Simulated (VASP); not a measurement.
# SiGe (P6_3mc) in VASP: further runs, part 2 of 3

VASP 6.6.1. The steps go on from the part before.

## Step 3: Single point, r2SCAN (biaxial strain in the a-b plane: +2.0 %, then relaxed in part)

Input file POSCAR:

```
SiGe
1.0
    3.9824651968      0.0000000000      0.0000000000
   -1.9912325984      3.4489160301      0.0000000000
    0.0000000000      0.0000000000      6.4237318818
Si Ge
2 2
Direct
    0.6666666667      0.3333333333      0.8759128632
    0.3333333333      0.6666666667      0.3759128632
    0.6666666667      0.3333333333      0.4990861368
    0.3333333333      0.6666666667     -0.0009138632
```

Input file INCAR.step1:

```
PREC     = Accurate       # precision mode
ENCUT    = 520            # plane-wave cutoff, eV
ISMEAR   = 0              # smearing method
SIGMA    = 0.02           # smearing width, eV
LREAL    = False          # projectors in reciprocal space
LASPH    = True           # aspherical terms in the spheres
NELM     = 60             # most SCF steps
NBANDS   = 26             # bands
GGA      = PE             # functional
ALGO     = Normal         # electronic algorithm
EDIFF    = 1E-4           # SCF threshold, eV
LWAVE    = True           # write WAVECAR
LCHARG   = False          # write CHGCAR
```

Input file INCAR.step2:

```
PREC     = Accurate       # precision mode
ENCUT    = 520            # plane-wave cutoff, eV
EDIFF    = 1E-6           # SCF threshold, eV
ISMEAR   = 0              # smearing method
SIGMA    = 0.02           # smearing width, eV
LREAL    = False          # projectors in reciprocal space
LASPH    = True           # aspherical terms in the spheres
NELM     = 60             # most SCF steps
ALGO     = Normal         # electronic algorithm
ISIF     = 2              # what is computed and relaxed
LWAVE    = False          # write WAVECAR
LCHARG   = False          # write CHGCAR
METAGGA  = R2SCAN         # meta-GGA
LMIXTAU  = True         
NBANDS   = 26             # bands
ISTART   = 1
```

Input file KPOINTS:

```
regular mesh
0
Gamma
  12 12 4
```

Potentials or basis: VASP PAW PBE potentials, release 64 (Si, Ge_d).

Started as:

```console
> cat potpaw_PBE.64/Si/POTCAR potpaw_PBE.64/Ge_d/POTCAR > POTCAR
> cp INCAR.step1 INCAR
> mpirun -np 1 vasp_std > vasp.out
> cp INCAR.step2 INCAR
> mpirun -np 1 vasp_std > vasp.out
```

OUTCAR:

```text
PREC = Accurate
   ENCUT = 520
   EDIFF = 1E-6
   ISMEAR = 0
   LREAL = False
   LASPH = True
   NELM = 60
   ISIF = 2
   METAGGA = R2SCAN
   ISTART = 1

 ion  position               nearest neighbor table
   1  0.667  0.333  0.876-   3 2.42   4 2.43   4 2.43   4 2.43
   2  0.333  0.667  0.376-   4 2.42   3 2.43   3 2.43   3 2.43
   3  0.667  0.333  0.499-   1 2.42   2 2.43   2 2.43   2 2.43
   4  0.333  0.667  0.999-   2 2.42   1 2.43   1 2.43   1 2.43

  LATTYP: Found a hexagonal cell.
 ALAT       =     3.9824651968
 C/A-ratio  =     1.6130038969

  Lattice vectors:

 A1 = (   3.9824651968,   0.0000000000,   0.0000000000)
 A2 = (  -1.9912325984,   3.4489160301,   0.0000000000)
 A3 = (   0.0000000000,   0.0000000000,   6.4237318818)

Analysis of symmetry for initial positions (statically):
=====================================================================
 Subroutine PRICEL returns:
 Original cell was already a primitive cell.

 Routine SETGRP: Setting up the symmetry group for a
 hexagonal supercell.

 Subroutine GETGRP returns: Found 12 space group operations
[... 170 lines left out ...]
  energy without entropy =      -45.13115832  energy(sigma->0) =      -45.13115832

 E-fermi :   5.2001     XC(G=0): -10.2108

 val. band max:        5.0760084183   @ k =   0.0000   0.0000   0.0000
 cond. band min:       5.4899464288   @ k =   0.0000   0.0000   0.0000
 fundamental gap:      0.4139380106
 Fermi energy:         5.2000877598

 k-point     1 :       0.0000    0.0000    0.0000
  band No.  band energies     occupation
      1     -20.0749      2.00000
      2     -20.0744      2.00000
      3     -20.0716      2.00000
      4     -20.0716      2.00000
      5     -20.0689      2.00000
      6     -20.0689      2.00000
[... 685 lines left out ...]
     25      12.4920      0.00000
     26      12.5150      0.00000

 [... further k-points ...]

------------------------ aborting loop because EDIFF is reached ----------------------------------------

  FORCE on cell =-STRESS in cart. coord.  units (eV):
  Direction    XX          YY          ZZ          XY          YZ          ZX
  --------------------------------------------------------------------------------------
  -------------------------------------------------------------------------------------
  Total       -2.2301427     -2.2301427     -0.0183996      0.0000000      0.0000000     -0.0000000
  in kB      -40.4968470    -40.4968470     -0.3341164      0.0000000      0.0000000     -0.0000000
  external PRESSURE =     -27.1092701 kB  Pullay stress =       0.0000000 kB

 VOLUME and BASIS-vectors are now :
 -----------------------------------------------------------------------------
  energy-cutoff  :      520.00
  volume of cell :       88.23
      direct lattice vectors                 reciprocal lattice vectors
     3.982465197  0.000000000  0.000000000     0.251100751  0.144973086  0.000000000
    -1.991232598  3.448916030  0.000000000     0.000000000  0.289946172  0.000000000
     0.000000000  0.000000000  6.423731882     0.000000000  0.000000000  0.155672749

 POSITION                                       TOTAL-FORCE (eV/Angst)
 -----------------------------------------------------------------------------------
      1.99123      1.14964      5.62663        -0.000000     -0.000000     -0.001436
     -0.00000      2.29928      2.41476         0.000000     -0.000000     -0.001436
      1.99123      1.14964      3.20600        -0.000000      0.000000      0.001436
     -0.00000      2.29928      6.41786         0.000000      0.000000      0.001436
 -----------------------------------------------------------------------------------
    total drift:                               -0.000000     -0.000001      0.005263

  FREE ENERGIE OF THE ION-ELECTRON SYSTEM (eV)
  ---------------------------------------------------
  free  energy   TOTEN  =       -45.1311583243 eV

  energy  without entropy=      -45.1311583243  energy(sigma->0) =      -45.13115832
```

It took 5.4 min on 1 thread of AMD EPYC 7R43 (Zen 3), shared host; peak memory 0.24 GiB.

What came out:

- Free energy: -45.1312 eV
- Pressure: -2.7 GPa
- Band gap on the k mesh: 0.41 eV

Levels at points of the mesh, in eV from the valence-band top:
```csv
k point,band 16,band 17,band 18,band 19,band 20,band 21
"(0.00, 0.00, 0.00)",-0.15,0.00,0.00,0.41,1.78,2.18
"(0.50, 0.00, 0.00)",-3.25,-2.90,-1.50,0.62,2.31,3.63
"(0.00, 0.00, 0.50)",-1.04,-1.04,-1.04,1.26,1.26,3.30
"(0.50, 0.00, 0.50)",-2.55,-2.46,-2.46,0.98,0.98,2.25
```

Caveat: the cell differs from its parent crystal (biaxial strain in the a-b plane: +2.0 %, then relaxed in part); semilocal functionals underestimate gaps, and a narrow one can read as zero; the PAW data sets were made with another functional, which shifts forces and pressure a little.

## Step 4: Single point, r2SCAN (biaxial strain in the a-b plane: +3.0 %)

Input file POSCAR:

```
SiGe
1.0
    4.0215089732      0.0000000000      0.0000000000
   -2.0107544866      3.4827289324      0.0000000000
    0.0000000000      0.0000000000      6.3375134316
Si Ge
2 2
Direct
    0.6666666667      0.3333333333      0.8759128632
    0.3333333333      0.6666666667      0.3759128632
    0.6666666667      0.3333333333      0.4990861368
    0.3333333333      0.6666666667     -0.0009138632
```

Input file INCAR.step1:

```
SYSTEM = SiGe
ALGO = Normal
EDIFF = 1E-4
ENCUT = 520
GGA = PE
ISMEAR = 0
LASPH = .True.
LCHARG = .False.
LREAL = .False.
LWAVE = .True.
NBANDS = 26
NELM = 60
PREC = Accurate
SIGMA = 0.02
```

Input file INCAR.step2:

```
SYSTEM = SiGe
ALGO = Normal
EDIFF = 1E-6
ENCUT = 520
ISIF = 2
ISMEAR = 0
ISTART = 1
LASPH = .True.
LCHARG = .False.
LMIXTAU = .True.
LREAL = .False.
LWAVE = .False.
METAGGA = R2SCAN
NBANDS = 26
NELM = 60
PREC = Accurate
SIGMA = 0.02
```

Input file KPOINTS:

```
k-points
0
Gamma
  12 12 4
  0 0 0
```

Started as:

```console
> cat potpaw_PBE.64/Si/POTCAR potpaw_PBE.64/Ge_d/POTCAR > POTCAR
> cp INCAR.step1 INCAR
> mpirun -np 1 vasp_std > vasp.out
> cp INCAR.step2 INCAR
> mpirun -np 1 vasp_std > vasp.out
```

Run time: 6 min. Hardware: 1 thread of AMD EPYC 7R43 (Zen 3), shared host; peak memory 0.25 GiB.

Results (log left out):

| Property | Result |
| --- | --- |
| Free energy | -45.0673 eV |
| Pressure | -3.0 GPa |
| Largest force | 0.224 eV/Å |
| Band gap on the k mesh | 0.14 eV |

Forces on the atoms (eV/Å):
```
Si   0.000  0.000  0.224
Si   0.000  0.000  0.224
Ge   0.000  0.000 -0.224
Ge   0.000  0.000 -0.224
```

Stress tensor (GPa, compression positive):
```
-5.88  0.00  0.00
 0.00 -5.88  0.00
 0.00  0.00  2.86
```

Levels at points of the mesh, in eV from the valence-band top:
| k point | band 16 | band 17 | band 18 | band 19 | band 20 | band 21 |
| --- | --- | --- | --- | --- | --- | --- |
| (0.00, 0.00, 0.00) | -0.17 | 0.00 | 0.00 | 0.14 | 1.71 | 2.03 |
| (0.50, 0.00, 0.00) | -3.33 | -2.94 | -1.45 | 0.50 | 2.32 | 3.51 |
| (0.00, 0.00, 0.50) | -1.13 | -1.13 | -1.13 | 1.06 | 1.06 | 3.21 |
| (0.50, 0.00, 0.50) | -2.59 | -2.40 | -2.40 | 0.96 | 0.96 | 2.33 |

Caveat: the cell differs from its parent crystal (biaxial strain in the a-b plane: +3.0 %); the stress differs along the axes, from -6 to 3 GPa; semilocal functionals underestimate gaps, and a narrow one can read as zero; the PAW data sets were made with another functional, which shifts forces and pressure a little. A k mesh can miss the band edges.

(Part 2 of 3 ends here.)
